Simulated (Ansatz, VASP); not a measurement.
# Two plane-wave programs on CuO

Contents of INCAR:

```
ALGO     = Normal         # electronic algorithm
EDIFF    = 1E-6           # SCF threshold, eV
ENCUT    = 600            # plane-wave cutoff, eV
GGA_COMPAT= F            
ISIF     = 2              # what is computed and relaxed
ISMEAR   = 0              # smearing method
ISPIN    = 2              # spin polarisation
LASPH    = T              # aspherical terms in the spheres
LCHARG   = T              # write CHGCAR
LELF     = T              # ELF
LMAXMIX  = 4              # l up to which the mixer works
LORBIT   = 11             # projections on sites
LREAL    = F              # projectors in reciprocal space
LVHAR    = T            
LWAVE    = F              # write WAVECAR
MAGMOM   = 0.52 0.56      # initial moments
NBANDS   = 20             # bands
NELM     = 200            # most SCF steps
PREC     = Accurate       # precision mode
SIGMA    = 0.05           # smearing width, eV
```

KPOINTS

```
k-points
0
Gamma
  7 7 7
```

File POSCAR:

```
CuO
1.0
    2.5525506100      0.0000000000      0.0000000000
    0.0000000000      2.5525506100      0.0000000000
    0.0000000000      0.0000000000      2.5525506100
Cu O
1 1
Direct
    0.0000000000      0.0000000000      0.0000000000
    0.5000000000      0.5000000000      0.5000000000
```

Input for Ansatz:

```yaml
crystal:
  lattice:
    - [2.55255061, 0.0, 0.0]
    - [0.0, 2.55255061, 0.0]
    - [0.0, 0.0, 2.55255061]
  atoms:
    - { symbol: Cu, position: [0.0, 0.0, 0.0], spin: 1.0 }
    - { symbol: O, position: [0.5, 0.5, 0.5] }
basis:
  ecutwfc: 420
  ecutrho_ratio: 4
kpoints:
  mp_grid: { grid: [7, 7, 7] }
hamiltonian:
  xc: lda
  hubbard:
    sites:
      - { site: 0, l: d, u_eff: 0.0, starting_ns: [{ spin: up, occupation_matrix: s0up }, { spin: down, occupation_matrix: s0down }] }
    occupation_matrices:
      s0up:
        matrix:
          - [0.97, 0.0, 0.0, 0.0, 0.0]
          - [0.0, 0.97, 0.0, 0.0, 0.0]
          - [0.0, 0.0, 0.97, 0.0, 0.0]
          - [0.0, 0.0, 0.0, 0.97, 0.0]
          - [0.0, 0.0, 0.0, 0.0, 0.97]
      s0down:
        matrix:
          - [0.02, 0.0, 0.0, 0.0, 0.0]
          - [0.0, 0.97, 0.0, 0.0, 0.0]
          - [0.0, 0.0, 0.97, 0.0, 0.0]
          - [0.0, 0.0, 0.0, 0.97, 0.0]
          - [0.0, 0.0, 0.0, 0.0, 0.97]
    ns_hold: { iters: 12 }
scf:
  occupations: { method: gaussian, width: 0.05 }
  lower_state_search: "off"
  max_iter: 150
output:
  forces: true
  stress: true
  eigenvalues: true
  populations: true
  hubbard: { sites: [{ site: 0, l: d }] }
magnetization:
  spin_polarized: true
```

Alike in both runs: task single point; functional LDA; k mesh 7 × 7 × 7; occupations gaussian, width 0.05 eV; collinear spin.

|  | VASP | Ansatz |
| --- | --- | --- |
| version | VASP 6.6.1 | Ansatz 0.2.0 |
| potentials or method | VASP PAW LDA potentials, release 64 (Cu, O), cutoff 600 eV | scalar-relativistic, plane waves, PAW |
| valence electrons in the cell | 17 | 25 |

Ansatz gave:

```
gap on the k mesh at the Fermi level (eV)                     : none
pressure (GPa)                                                : 3.7
net moment per atom (μB)                                      : 0.48
size of the moment on the site where the two differ most (μB) : 0.51
```

**Question.** Which values does VASP return?

**Answer.** gap on the k mesh at the Fermi level (eV): none; pressure (GPa): 1.2; net moment per atom (μB): 0.00; size of the moment on the site where the two differ most (μB): 0.00.

The net moments are unlike, so the other rows may belong to different states. LDA's correlation is that of Perdew and Zunger in VASP and of Perdew and Wang (1992) in Ansatz. Site moments also hang on the region over which each program counts them. A gap of «none» marks a metal or a gap that the smearing closes. VASP's potentials hold 17 valence electrons a cell and Ansatz's 25, so a difference there can come from the potentials and not from the codes. Ansatz's warnings: specified occupation not kept, symmetry narrowed by occupation matrices.
